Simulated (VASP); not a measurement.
# BN (Fmm2) in VASP: a series of runs

BN is run at these levels: r2SCAN; tasks: single point.

Everything below comes from runs of VASP 6.6.1. Logs are shortened: lines on timing, memory, paths and dates and some standing lists are left out, and cuts for length are marked.

## 1. The cell of the first run

The structure is orthorhombic, space group Fmm2 (No. 42). The conventional cell has a = 2.464 Å, b = 6.860 Å, c = 4.343 Å, α = 90.00°, β = 90.00°, γ = 90.00°. Within 1.9 Å of B (site symmetry mm2) lie 3 N at 1.43 to 1.44 Å. N (site symmetry mm2) has 3 B at 1.43 to 1.44 Å within 1.9 Å.

## 2. Single point, r2SCAN (biaxial strain in the a-b plane: -1.5 %, then relaxed in part)

Input file POSCAR:

```
BN
1.0
    2.4640725787      0.0000000000      0.0000000000
    0.0000000000      6.8603830623      0.0000000000
    0.0000000000      0.0000000000      4.3430075908
B N
4 4
Direct
    0.5000000000      0.0000000000      0.4994488601
    0.5000000000      0.5000000000     -0.0005511399
    0.0000000000      0.0000000000     -0.0005511399
    0.0000000000      0.5000000000      0.4994488601
    0.5000000000      0.0000000000      0.1672511299
    0.5000000000      0.5000000000      0.6672511299
    0.0000000000      0.0000000000      0.6672511299
    0.0000000000      0.5000000000      0.1672511299
```

Input file INCAR.step1:

```
SYSTEM = BN
PREC     = Accurate       ! precision mode
ENCUT    = 520            ! plane-wave cutoff, eV
ISMEAR   = 0              ! smearing method
SIGMA    = 0.02           ! smearing width, eV
LREAL    = .FALSE.        ! projectors in reciprocal space
LASPH    = .TRUE.         ! aspherical terms in the spheres
NELM     = 80             ! most SCF steps
NBANDS   = 26             ! bands
GGA      = PE             ! functional
ALGO     = Normal         ! electronic algorithm
EDIFF    = 1E-4           ! SCF threshold, eV
LWAVE    = .TRUE.         ! write WAVECAR
LCHARG   = .FALSE.        ! write CHGCAR
```

Input file INCAR.step2:

```
SYSTEM = BN
PREC     = Accurate       ! precision mode
ENCUT    = 520            ! plane-wave cutoff, eV
EDIFF    = 1E-6           ! SCF threshold, eV
ISMEAR   = 0              ! smearing method
SIGMA    = 0.02           ! smearing width, eV
LREAL    = .FALSE.        ! projectors in reciprocal space
LASPH    = .TRUE.         ! aspherical terms in the spheres
NELM     = 80             ! most SCF steps
ALGO     = Normal         ! electronic algorithm
ISIF     = 2              ! what is computed and relaxed
LWAVE    = .FALSE.        ! write WAVECAR
LCHARG   = .FALSE.        ! write CHGCAR
METAGGA  = R2SCAN         ! meta-GGA
LMIXTAU  = .TRUE.       
NBANDS   = 26             ! bands
ISTART   = 1
```

Input file KPOINTS:

```
Automatic mesh
0
G
  10 4 6
  0 0 0
```

Potentials or basis: VASP PAW PBE potentials, release 64 (B, N).

On the command line:

```
> cat potpaw_PBE.64/B/POTCAR potpaw_PBE.64/N/POTCAR > POTCAR
> cp INCAR.step1 INCAR
> mpirun -np 1 vasp_std > vasp.out
> cp INCAR.step2 INCAR
> mpirun -np 1 vasp_std > vasp.out
```

OUTCAR:

```text
SYSTEM = BN
   PREC = Accurate
   ENCUT = 520
   EDIFF = 1E-6
   ISMEAR = 0
   LREAL = .FALSE.
   LASPH = .TRUE.
   NELM = 80
   ISIF = 2
   METAGGA = R2SCAN
   ISTART = 1

 ion  position               nearest neighbor table
   1  0.500  0.000  0.499-   7 1.43   7 1.43   5 1.44
   2  0.500  0.500  0.999-   8 1.43   8 1.43   6 1.44
   3  0.000  0.000  0.999-   5 1.43   5 1.43   7 1.44
   4  0.000  0.500  0.499-   6 1.43   6 1.43   8 1.44
   5  0.500  0.000  0.167-   3 1.43   3 1.43   1 1.44
   6  0.500  0.500  0.667-   4 1.43   4 1.43   2 1.44
   7  0.000  0.000  0.667-   1 1.43   1 1.43   3 1.44
   8  0.000  0.500  0.167-   2 1.43   2 1.43   4 1.44

  LATTYP: Found a simple orthorhombic cell.
 ALAT       =     2.4640725787
 B/A-ratio  =     1.7625323330
 C/A-ratio  =     2.7841643633

  Lattice vectors:

 A1 = (  -2.4640725787,   0.0000000000,   0.0000000000)
 A2 = (   0.0000000000,   0.0000000000,   4.3430075908)
 A3 = (   0.0000000000,   6.8603830623,   0.0000000000)

Analysis of symmetry for initial positions (statically):
=====================================================================
 Subroutine PRICEL returns following result:

  LATTYP: Found a face centered orthorhombic cell.
 ALAT       =     2.4640725787
 B/A-ratio  =     1.7625323330
 C/A-ratio  =     2.7841643633

  Lattice vectors:

 A1 = (  -0.0000000000,   3.4301915312,  -2.1715037954)
 A2 = (   1.2320362893,   3.4301915312,   0.0000000000)
 A3 = (   1.2320362893,   0.0000000000,  -2.1715037954)

   4 primitive cells build up your supercell.

 Routine SETGRP: Setting up the symmetry group for a
 simple orthorhombic supercell.

 Subroutine GETGRP returns: Found  4 space group operations
 (whereof  4 operations were pure point group operations)
 out of a pool of  8 trial point group operations.

The static configuration has the point symmetry C_2v.

Analysis of symmetry for dynamics (positions and initial velocities):
=====================================================================
 Subroutine PRICEL returns following result:

  LATTYP: Found a face centered orthorhombic cell.
 ALAT       =     2.4640725787
 B/A-ratio  =     1.7625323330
 C/A-ratio  =     2.7841643633

  Lattice vectors:

 A1 = (  -0.0000000000,   3.4301915312,  -2.1715037954)
 A2 = (   1.2320362893,   3.4301915312,   0.0000000000)
 A3 = (   1.2320362893,   0.0000000000,  -2.1715037954)

[... 111 lines left out ...]
   EDIFFG = 0.1E-04   stopping-criterion for IOM
   NSW    =      0    number of steps for IOM
   IBRION =     -1    ionic relax: 0-MD 1-quasi-New 2-CG
   NFREE  =      0    steps in history (QN), initial steepest desc. (CG)
   ISIF   =      2    stress and relaxation
   ISYM   =      2    0-nonsym 1-usesym 2-fastsym
   POTIM  = 0.5000    time-step for ionic-motion
   TEBEG  =    0.0;   TEEND  =   0.0 temperature during run
   PSTRESS=    0.0 pullay stress
   NELECT =      32.0000    total number of electrons
   NUPDOWN=      -1.0000    fix difference up-down
   EMIN   =  10.00;   EMAX   =-10.00  energy-range for DOS
   EFERMI =   0.00;   METHOD = LEGACY
   ISMEAR =     0;   SIGMA  =   0.02  broadening in eV -4-tet -1-fermi 0-gaus
   EFERMI_NEDOS =   21; number of points for ismear=-14 and -15
   IALGO  =     38    algorithm
   IMIX   =      4    mixing-type and parameters
     AMIX     =   0.40;   BMIX     =  1.00
     AMIX_MAG =   1.60;   BMIX_MAG =  1.00
  volume/ion in A,a.u.               =       9.18        61.93
  Fermi-wavevector in a.u.,A,eV,Ry     =   1.241254  2.345630 20.962654  1.540712
  Thomas-Fermi vector in A             =   2.375660
   LORBIT       =      0    0 simple, 1 ext, 2 COOP (PROOUT), +10 PAW based schemes
   METAGGA = R2SCAN    functional components
   LHFCALC =     F    Hartree Fock is set to
   AEXX    =    0.0000 exact exchange contribution
   IVDW    =     0    specifies the selected vdW correction
   LEPSILON=     F    determine dielectric tensor
   LRPA    =     F    only Hartree local field effects (RPA)
 non-spin polarized calculation
 Gauss-broadening in eV      SIGMA  =   0.02
  energy-cutoff  :      520.00
  volume of cell :       73.42
 maximum number of plane-waves:      2009
   NGX =  9   NGY = 25   NGZ = 17

 number of electron      32.0000010 magnetization

 Free energy of the ion-electron system (eV)
  ---------------------------------------------------
  ext. energy  EPLUGINS =         0.00000000
  ---------------------------------------------------
  free energy    TOTEN  =       -77.12973539 eV

  energy without entropy =      -77.12973539  energy(sigma->0) =      -77.12973539

 E-fermi :   2.1993     XC(G=0): -10.5668

 val. band max:        2.0455315148   @ k =   0.3000   0.0000   0.0000
 cond. band min:       6.1730840817   @ k =   0.0000   0.0000   0.0000
 fundamental gap:      4.1275525669
 Fermi energy:         2.1992850922

 k-point     1 :       0.0000    0.0000    0.0000
  band No.  band energies     occupation
      1     -17.0551      2.00000
      2     -16.8326      2.00000
      3     -13.8436      2.00000
      4     -13.7220      2.00000
      5      -7.6418      2.00000
      6      -7.4261      2.00000
[... 685 lines left out ...]
     25      16.0453      0.00000
     26      16.0453      0.00000

 [... further k-points ...]

------------------------ aborting loop because EDIFF is reached ----------------------------------------

  FORCE on cell =-STRESS in cart. coord.  units (eV):
  Direction    XX          YY          ZZ          XY          YZ          ZX
  --------------------------------------------------------------------------------------
  -------------------------------------------------------------------------------------
  Total        6.3737595      0.0298846      0.3252545      0.0000000      0.0000000      0.0000000
  in kB      139.0957320      0.6521769      7.0980882      0.0000000      0.0000000      0.0000000
  external PRESSURE =      48.9486657 kB  Pullay stress =       0.0000000 kB

 VOLUME and BASIS-vectors are now :
 -----------------------------------------------------------------------------
  energy-cutoff  :      520.00
  volume of cell :       73.42
      direct lattice vectors                 reciprocal lattice vectors
     2.464072579  0.000000000  0.000000000     0.405832202  0.000000000  0.000000000
     0.000000000  6.860383062  0.000000000     0.000000000  0.145764455  0.000000000
     0.000000000  0.000000000  4.343007591     0.000000000  0.000000000  0.230255181

 POSITION                                       TOTAL-FORCE (eV/Angst)
 -----------------------------------------------------------------------------------
      1.23204      0.00000      2.16911        -0.000000      0.000000     -0.001057
      1.23204      3.43019      4.34061         0.000000      0.000000     -0.001057
      0.00000      0.00000      4.34061         0.000000      0.000000     -0.001057
      0.00000      3.43019      2.16911         0.000000      0.000000     -0.001057
      1.23204      0.00000      0.72637        -0.000000     -0.000000      0.001057
      1.23204      3.43019      2.89788        -0.000000      0.000000      0.001057
      0.00000      0.00000      2.89788        -0.000000      0.000000      0.001057
      0.00000      3.43019      0.72637        -0.000000     -0.000000      0.001057
 -----------------------------------------------------------------------------------
    total drift:                                0.000000      0.000000      0.003136

  FREE ENERGIE OF THE ION-ELECTRON SYSTEM (eV)
  ---------------------------------------------------
  free  energy   TOTEN  =       -77.1297353889 eV

  energy  without entropy=      -77.1297353889  energy(sigma->0) =      -77.12973539
```

It took 8.4 min on 1 thread of Intel Xeon 8259CL, shared host; peak memory 0.24 GiB.

Results:

| Item | Value |
| --- | --- |
| Free energy | -77.1297 eV |
| Pressure | 4.9 GPa |
| Band gap on the k mesh | 4.13 eV |

Caveat: the cell differs from its parent crystal (biaxial strain in the a-b plane: -1.5 %, then relaxed in part); the stress differs along the axes, from 0 to 14 GPa; the PAW data sets were made with another functional, which shifts forces and pressure a little.

## 3. Single point, r2SCAN (biaxial strain in the a-b plane: -1.5 %)

Input file POSCAR:

```
BN
1.0
    2.4640725787      0.0000000000      0.0000000000
    0.0000000000      6.8603830623      0.0000000000
    0.0000000000      0.0000000000      4.3678569063
B N
4 4
Direct
    0.5000000000      0.0000000000      0.5000732535
    0.5000000000      0.5000000000      0.0000732535
    0.0000000000      0.0000000000      0.0000732535
    0.0000000000      0.5000000000      0.5000732535
    0.5000000000      0.0000000000      0.1666267365
    0.5000000000      0.5000000000      0.6666267365
    0.0000000000      0.0000000000      0.6666267365
    0.0000000000      0.5000000000      0.1666267365
```

Input file INCAR.step1:

```
SYSTEM = BN
  PREC = Accurate
  ENCUT = 520
  ISMEAR = 0
  SIGMA = 0.02
  LREAL = .FALSE.
  LASPH = .TRUE.
  NELM = 100
  NBANDS = 26
  GGA = PE
  ALGO = Normal
  EDIFF = 1E-4
  LWAVE = .TRUE.
  LCHARG = .FALSE.
```

Input file INCAR.step2:

```
SYSTEM = BN
  PREC = Accurate
  ENCUT = 520
  EDIFF = 1E-6
  ISMEAR = 0
  SIGMA = 0.02
  LREAL = .FALSE.
  LASPH = .TRUE.
  NELM = 100
  ALGO = Normal
  ISIF = 2
  LWAVE = .FALSE.
  LCHARG = .TRUE.
  METAGGA = R2SCAN
  LMIXTAU = .TRUE.
  LELF = .TRUE.
  LVHAR = .TRUE.
  NBANDS = 26
  ISTART = 1
```

KPOINTS is that of step 2.

Potentials or basis: VASP PAW PBE potentials, release 64 (B, N).

On the command line:

```
> cat potpaw_PBE.64/B/POTCAR potpaw_PBE.64/N/POTCAR > POTCAR
> cp INCAR.step1 INCAR
> mpirun -np 1 vasp_std > vasp.out
> cp INCAR.step2 INCAR
> mpirun -np 1 vasp_std > vasp.out
```

OUTCAR:

```text
SYSTEM = BN
   PREC = Accurate
   ENCUT = 520
   EDIFF = 1E-6
   ISMEAR = 0
   LREAL = .FALSE.
   LASPH = .TRUE.
   NELM = 100
   ISIF = 2
   METAGGA = R2SCAN
   ISTART = 1

 ion  position               nearest neighbor table
   1  0.500  0.000  0.500-   7 1.43   7 1.43   5 1.46
   2  0.500  0.500  0.000-   8 1.43   8 1.43   6 1.46
   3  0.000  0.000  0.000-   5 1.43   5 1.43   7 1.46
   4  0.000  0.500  0.500-   6 1.43   6 1.43   8 1.46
   5  0.500  0.000  0.167-   3 1.43   3 1.43   1 1.46
   6  0.500  0.500  0.667-   4 1.43   4 1.43   2 1.46
   7  0.000  0.000  0.667-   1 1.43   1 1.43   3 1.46
   8  0.000  0.500  0.167-   2 1.43   2 1.43   4 1.46
[... 921 lines left out ...]
  Total        6.2364817      0.0407081     -2.3144353      0.0000000      0.0000000      0.0000000
  in kB      135.3256030      0.8833271    -50.2210019      0.0000000      0.0000000      0.0000000
  external PRESSURE =      28.6626428 kB  Pullay stress =       0.0000000 kB

 VOLUME and BASIS-vectors are now :
 -----------------------------------------------------------------------------
  energy-cutoff  :      520.00
  volume of cell :       73.84
      direct lattice vectors                 reciprocal lattice vectors
     2.464072579  0.000000000  0.000000000     0.405832202  0.000000000  0.000000000
     0.000000000  6.860383062  0.000000000     0.000000000  0.145764455  0.000000000
     0.000000000  0.000000000  4.367856906     0.000000000  0.000000000  0.228945229

 POSITION                                       TOTAL-FORCE (eV/Angst)
 -----------------------------------------------------------------------------------
      1.23204      0.00000      2.18425         0.000000      0.000000     -0.286426
      1.23204      3.43019      0.00032         0.000000      0.000000     -0.286426
      0.00000      0.00000      0.00032         0.000000     -0.000000     -0.286426
      0.00000      3.43019      2.18425         0.000000      0.000000     -0.286426
      1.23204      0.00000      0.72780        -0.000000     -0.000000      0.286426
      1.23204      3.43019      2.91173         0.000000      0.000000      0.286426
      0.00000      0.00000      2.91173        -0.000000      0.000000      0.286426
      0.00000      3.43019      0.72780        -0.000000     -0.000000      0.286426
 -----------------------------------------------------------------------------------
    total drift:                                0.000000      0.000000      0.003516

  FREE ENERGIE OF THE ION-ELECTRON SYSTEM (eV)
  ---------------------------------------------------
  free  energy   TOTEN  =       -77.1213846460 eV

  energy  without entropy=      -77.1213846460  energy(sigma->0) =      -77.12138465
```

OUTCAR.step1:

```text
SYSTEM = BN
   PREC = Accurate
   ENCUT = 520
   ISMEAR = 0
   LREAL = .FALSE.
   LASPH = .TRUE.
   NELM = 100
[... 953 lines left out ...]
      1.23204      3.43019      2.91173        -0.000000     -0.000000      0.306070
      0.00000      0.00000      2.91173        -0.000000      0.000000      0.306070
      0.00000      3.43019      0.72780         0.000000     -0.000000      0.306070
 -----------------------------------------------------------------------------------
    total drift:                                0.000000      0.000000     -0.000357

  FREE ENERGIE OF THE ION-ELECTRON SYSTEM (eV)
  ---------------------------------------------------
  free  energy   TOTEN  =       -70.2575205819 eV

  energy  without entropy=      -70.2575205819  energy(sigma->0) =      -70.25752058
```

OSZICAR.step1:

```text
N       E                     dE             d eps       ncg     rms          rms(c)
DAV:   1     0.130473699002E+03    0.13047E+03   -0.16262E+04  3744   0.115E+03
DAV:   2    -0.676235959628E+02   -0.19810E+03   -0.18407E+03  4968   0.271E+02
DAV:   3    -0.775568280256E+02   -0.99332E+01   -0.98667E+01  5010   0.599E+01
DAV:   4    -0.776691952073E+02   -0.11237E+00   -0.11228E+00  4814   0.696E+00
DAV:   5    -0.776709143483E+02   -0.17191E-02   -0.17186E-02  4854   0.840E-01    0.161E+01
DAV:   6    -0.710426349529E+02    0.66283E+01   -0.14735E+01  4406   0.217E+01    0.727E+00
DAV:   7    -0.704285543005E+02    0.61408E+00   -0.11440E+00  4812   0.606E+00    0.450E+00
DAV:   8    -0.702625459125E+02    0.16601E+00   -0.57530E-01  4680   0.400E+00    0.620E-01
DAV:   9    -0.702553174289E+02    0.72285E-02   -0.30799E-02  4528   0.107E+00    0.272E-01
DAV:  10    -0.702572761469E+02   -0.19587E-02   -0.26867E-03  4546   0.307E-01    0.540E-02
DAV:  11    -0.702574774452E+02   -0.20130E-03   -0.20912E-04  4082   0.919E-02    0.285E-02
DAV:  12    -0.702575205819E+02   -0.43137E-04   -0.64588E-05  3066   0.496E-02
   1 F= -.70257521E+02 E0= -.70257521E+02  d E =-.380242E-17
```

Wall time 8.5 min (1 thread of Intel Xeon 8259CL, shared host); peak memory 0.24 GiB.

Results:

| Quantity | Value |
| --- | --- |
| Free energy | -77.1214 eV |
| Pressure | 2.9 GPa |
| Largest force | 0.286 eV/Å |
| Band gap on the k mesh | 4.13 eV |

Forces in eV/Å, atoms in the order of the input:
```
B    0.000  0.000 -0.286
B    0.000  0.000 -0.286
B    0.000  0.000 -0.286
B    0.000  0.000 -0.286
N    0.000  0.000  0.286
N    0.000  0.000  0.286
N    0.000  0.000  0.286
N    0.000  0.000  0.286
```

Stress tensor (GPa, compression positive):
```
13.53  0.00  0.00
 0.00  0.09  0.00
 0.00  0.00 -5.02
```

Levels at points of the mesh, in eV from the valence-band top:
| k point | band 14 | band 15 | band 16 | band 17 | band 18 | band 19 |
| --- | --- | --- | --- | --- | --- | --- |
| (0.00, 0.00, 0.00) | -1.48 | -1.45 | -0.69 | 4.13 | 5.20 | 6.54 |
| (0.50, 0.00, 0.00) | -1.72 | -0.78 | -0.78 | 6.12 | 6.12 | 6.52 |
| (0.00, 0.50, 0.00) | -1.47 | -1.27 | -1.27 | 5.11 | 5.11 | 7.51 |
| (0.50, 0.50, 0.00) | -1.25 | -1.25 | -1.25 | 6.20 | 6.20 | 6.20 |
| (0.00, 0.00, 0.50) | -3.08 | -3.04 | -3.04 | 7.14 | 7.14 | 8.76 |
| (0.50, 0.00, 0.50) | -1.10 | -1.10 | -1.10 | 5.43 | 5.43 | 5.43 |
| (0.00, 0.50, 0.50) | -3.06 | -3.06 | -3.06 | 8.42 | 8.42 | 8.42 |
| (0.50, 0.50, 0.50) | -1.04 | -1.04 | -1.04 | 5.19 | 5.19 | 5.19 |

Caveat: the cell differs from its parent crystal (biaxial strain in the a-b plane: -1.5 %); the stress differs along the axes, from -5 to 14 GPa; the PAW data sets were made with another functional, which shifts forces and pressure a little.

(Part 1 of 2 ends here.)
